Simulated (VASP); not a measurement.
# HPbNO4 (P1) in VASP: settings compared, part 2 of 2

VASP 6.6.1.

### Step 5. Single point, PBE

Contents of INCAR:

```
  ALGO = Normal
  EDIFF = 1E-6
  ENCUT = 520
  GGA = PE
  ISIF = 2
  ISMEAR = -1
  LASPH = T
  LCHARG = F
  LREAL = F
  LWAVE = F
  NBANDS = 31
  NELM = 100
  PREC = Accurate
  SIGMA = 0.05
```

Contents of KPOINTS:

```
k-points
0
Gamma
  5 4 4
```

Contents of POSCAR:

```
HPbNO4
1.0
    4.2753100000     -0.0004000000      0.0063600000
   -2.0839900000      5.2077500000     -0.0490700000
   -2.1237700000     -1.8657400000      4.9149100000
H Pb N O
1 1 1 4
Direct
    0.9907300000      0.0333000000      0.9099400000
    0.5027400000      0.8198900000      0.1428700000
    0.0083800000      0.4740800000      0.5026500000
    0.9981600000      0.9274100000      0.0287700000
    0.1946700000      0.7343500000      0.6085200000
    0.8167300000      0.3588200000      0.2455600000
    0.0138100000      0.3312100000      0.6521700000
```

Potentials or basis: VASP PAW PBE potentials, release 64 (H, Pb_d, N, O).

The run is started by

```console
> cat potpaw_PBE.64/H/POTCAR potpaw_PBE.64/Pb_d/POTCAR potpaw_PBE.64/N/POTCAR potpaw_PBE.64/O/POTCAR > POTCAR
> mpirun -np 1 vasp_std > vasp.out
```

OUTCAR:

```text
EDIFF = 1E-6
   ENCUT = 520
   GGA = PE
   ISIF = 2
   ISMEAR = -1
   LASPH = T
   LREAL = F
   NELM = 100
   PREC = Accurate

 ion  position               nearest neighbor table
   1  0.991  0.033  0.910-   4 0.97
   2  0.503  0.820  0.143-   4 2.34   4 2.34   6 2.66   5 2.68   7 2.89   7 3.02
   3  0.008  0.474  0.503-   7 1.26   5 1.27   6 1.27
   4  0.998  0.927  0.029-   1 0.97   2 2.34   2 2.34
   5  0.195  0.734  0.609-   3 1.27   2 2.68
   6  0.817  0.359  0.246-   3 1.27   2 2.66
   7  0.014  0.331  0.652-   3 1.26   2 2.89   2 3.02

  LATTYP: Found a triclinic cell.
 ALAT       =     8.3024666926
 B/A-ratio  =     0.5149451251
 C/A-ratio  =     0.7116445657
 COS(alpha) =     0.0126066529
 COS(beta)  =     0.3599949201
 COS(gamma) =     0.7788145159

  Lattice vectors:

 A1 = (  -6.4666300000,  -5.2069500000,   0.0363500000)
 A2 = (  -4.2753100000,   0.0004000000,  -0.0063600000)
 A3 = (  -0.0675500000,  -3.3416100000,  -4.8722000000)

Analysis of symmetry for initial positions (statically):
=====================================================================
 Subroutine PRICEL returns:
 Original cell was already a primitive cell.

 Routine SETGRP: Setting up the symmetry group for a
 triclinic supercell.

 Subroutine GETGRP returns: Found  1 space group operations
 (whereof  1 operations were pure point group operations)
 out of a pool of  2 trial point group operations.

The static configuration has the point symmetry C_1 .

Analysis of symmetry for dynamics (positions and initial velocities):
=====================================================================
 Subroutine PRICEL returns:
 Original cell was already a primitive cell.

 Routine SETGRP: Setting up the symmetry group for a
[... 133 lines left out ...]
   IALGO  =     38    algorithm
   IMIX   =      4    mixing-type and parameters
     AMIX     =   0.40;   BMIX     =  1.00
     AMIX_MAG =   1.60;   BMIX_MAG =  1.00
  volume/ion in A,a.u.               =      15.59       105.21
  Fermi-wavevector in a.u.,A,eV,Ry     =   1.209426  2.285484 19.901399  1.462712
  Thomas-Fermi vector in A             =   2.345004
   LORBIT       =      0    0 simple, 1 ext, 2 COOP (PROOUT), +10 PAW based schemes
   GGA     = PE    functional components
   LHFCALC =     F    Hartree Fock is set to
   AEXX    =    0.0000 exact exchange contribution
   IVDW    =     0    specifies the selected vdW correction
   LEPSILON=     F    determine dielectric tensor
   LRPA    =     F    only Hartree local field effects (RPA)
 non-spin polarized calculation
  energy-cutoff  :      520.00
  volume of cell :      109.13
 maximum number of plane-waves:      2953
   NGX = 15   NGY = 21   NGZ = 21

 number of electron      44.0000003 magnetization

 Free energy of the ion-electron system (eV)
  ---------------------------------------------------
  ext. energy  EPLUGINS =         0.00000000
  ---------------------------------------------------
  free energy    TOTEN  =       -40.34944730 eV

  energy without entropy =      -40.34944730  energy(sigma->0) =      -40.34944730

 E-fermi :   1.3711     XC(G=0):  -8.2532

 val. band max:        0.2433440449   @ k =   0.4000  -0.0000   0.0000
 cond. band min:       3.1753762138   @ k =   0.4000   0.2500   0.2500
 fundamental gap:      2.9320321690
 Fermi energy:         1.3710511876

 k-point     1 :       0.0000    0.0000    0.0000
  band No.  band energies     occupation
      1     -25.7196      2.00000
      2     -20.2189      2.00000
      3     -20.1966      2.00000
      4     -17.3677      2.00000
      5     -14.9285      2.00000
      6     -14.9248      2.00000
[... 805 lines left out ...]
     30      10.7882      0.00000
     31      11.8368      0.00000

 [... further k-points ...]

------------------------ aborting loop because EDIFF is reached ----------------------------------------

  FORCE on cell =-STRESS in cart. coord.  units (eV):
  Direction    XX          YY          ZZ          XY          YZ          ZX
  --------------------------------------------------------------------------------------
  -------------------------------------------------------------------------------------
  Total       -0.1067607      0.6770229      0.6614013      0.0114732     -0.0763340      0.0207564
  in kB       -1.5674112      9.9397347      9.7103860      0.1684448     -1.1207009      0.3047360
  external PRESSURE =       6.0275698 kB  Pullay stress =       0.0000000 kB

 VOLUME and BASIS-vectors are now :
 -----------------------------------------------------------------------------
  energy-cutoff  :      520.00
  volume of cell :      109.13
      direct lattice vectors                 reciprocal lattice vectors
     4.275310000 -0.000400000  0.006360000     0.233706268  0.094813123  0.136978092
    -2.083990000  5.207750000 -0.049070000    -0.000090720  0.192674001  0.073101424
    -2.123770000 -1.865740000  4.914910000    -0.000303327  0.001800949  0.204015110

 POSITION                                       TOTAL-FORCE (eV/Angst)
 -----------------------------------------------------------------------------------
      2.23378     -1.52469      4.47694         0.000269      0.097753     -0.073005
      0.13730      4.00302      0.66516        -0.000093     -0.017874      0.014196
     -2.01966      1.53107      2.44727        -0.002015     -0.003127     -0.008996
      2.27363      4.77564      0.10224         0.000136     -0.078794      0.058006
     -1.99046      2.68889      2.95602         0.009504      0.349988      0.155686
      2.22248      1.41017      1.19449        -0.009619     -0.036589     -0.375164
     -2.01626      0.50807      3.18919         0.001817     -0.311357      0.229277
 -----------------------------------------------------------------------------------
    total drift:                                0.000065      0.000026     -0.000121

  FREE ENERGIE OF THE ION-ELECTRON SYSTEM (eV)
  ---------------------------------------------------
  free  energy   TOTEN  =       -40.3494473002 eV

  energy  without entropy=      -40.3494473001  energy(sigma->0) =      -40.34944730
```

OSZICAR:

```text
N       E                     dE             d eps       ncg     rms          rms(c)
DAV:   1     0.451645636787E+03    0.45165E+03   -0.21394E+04  2604   0.144E+03
DAV:   2     0.108716156614E+02   -0.44077E+03   -0.41005E+03  2852   0.396E+02
DAV:   3    -0.432628886252E+02   -0.54135E+02   -0.52986E+02  3263   0.149E+02
DAV:   4    -0.453164518069E+02   -0.20536E+01   -0.20446E+01  3193   0.324E+01
DAV:   5    -0.454007572843E+02   -0.84305E-01   -0.84281E-01  3639   0.618E+00    0.149E+01
DAV:   6    -0.404318302229E+02    0.49689E+01   -0.17606E+01  3877   0.307E+01    0.578E+00
DAV:   7    -0.403984260113E+02    0.33404E-01   -0.20254E+00  2823   0.830E+00    0.359E+00
DAV:   8    -0.403596684585E+02    0.38758E-01   -0.38912E-01  3215   0.415E+00    0.114E+00
DAV:   9    -0.403475075447E+02    0.12161E-01   -0.63180E-02  3994   0.197E+00    0.375E-01
DAV:  10    -0.403490887362E+02   -0.15812E-02   -0.11897E-02  3171   0.665E-01    0.213E-01
DAV:  11    -0.403493819222E+02   -0.29319E-03   -0.25032E-03  3705   0.426E-01    0.701E-02
DAV:  12    -0.403494229410E+02   -0.41019E-04   -0.46846E-04  3515   0.155E-01    0.223E-02
DAV:  13    -0.403494457688E+02   -0.22828E-04   -0.50164E-05  3381   0.532E-02    0.891E-03
DAV:  14    -0.403494474215E+02   -0.16527E-05   -0.71870E-06  3337   0.171E-02    0.503E-03
DAV:  15    -0.403494473002E+02    0.12129E-06   -0.83463E-07  2151   0.762E-03
   1 F= -.40349447E+02 E0= -.40349447E+02  d E =-.471641E-10
```

stdout:

```text
POSCAR found type information on POSCAR H PbN O
 POSCAR found :  4 types and       7 ions
 scaLAPACK will be used
 LDA part: xc-table for (Slater+PW92), standard interpolation
 POSCAR, INCAR and KPOINTS ok, starting setup
 FFT: planning ... GRIDC
 FFT: planning ... GRID_SOFT
 FFT: planning ... GRID
 WAVECAR not read
 entering main loop
```

Run time: 3.6 min. Hardware: 1 thread of Oxide Virtual Turin-like, shared host; peak memory 0.27 GiB.

What came out:

- Free energy: -40.3494 eV
- Pressure: 0.6 GPa
- Largest force: 0.387 eV/Å
- Band gap on the k mesh: 2.93 eV (least direct gap 3.14 eV)

Forces in eV/Å, atoms in the order of the input:
```
H    0.000  0.098 -0.073
Pb   0.000 -0.018  0.014
N   -0.002 -0.003 -0.009
O    0.000 -0.079  0.058
O    0.010  0.350  0.156
O   -0.010 -0.037 -0.375
O    0.002 -0.311  0.229
```

Levels at points of the mesh, in eV from the valence-band top:
```tsv
k point	band 19	band 20	band 21	band 22	band 23	band 24	band 25	band 26
(0.00, 0.00, 0.00)	-1.96	-1.94	-0.87	-0.30	3.42	4.59	5.32	6.05
(0.00, 0.50, 0.00)	-1.49	-1.40	-0.88	-0.71	3.27	4.18	4.95	7.55
(0.00, 0.00, 0.50)	-1.49	-1.41	-0.85	-0.73	3.28	4.07	5.07	7.39
(0.00, 0.50, 0.50)	-1.73	-1.54	-0.80	-0.54	3.20	3.68	5.48	7.21
```

Caveat: spin-orbit coupling is left out, which moves the levels of the heavy elements. A k mesh can miss the band edges.

### Step 6. Summary

| level | potentials or basis | k mesh | gap on the mesh (eV) | pressure (GPa) | largest force (eV/Å) |
| --- | --- | --- | --- | --- | --- |
| LDA | VASP PAW LDA potentials, release 64 (H, Pb_d, N, O) | 8 × 6 × 6 | 2.72 | -4.4 | 0.63 |
| RPBE | VASP PAW PBE potentials, release 64 (H, Pb_d, N, O) | 8 × 6 × 6 | 2.83 | 3.0 | 0.70 |
| PBE | VASP PAW PBE potentials, release 64 (H, Pb_d, N, O) | 5 × 4 × 4 | 2.93 | 0.6 | 0.39 |

Alike in all rows: task single point; no spin polarisation; cell as given; cutoff (eV) 520; smearing fermi-dirac 0.05 eV.

Caveats: spin-orbit coupling is left out, which moves the levels of the heavy elements; the cell stands under tension (at least some runs); the PAW data sets were made with another functional, which shifts forces and pressure a little (at least some runs).

Total energies depend on the potentials used, so only differences within one code and one set of settings carry meaning.
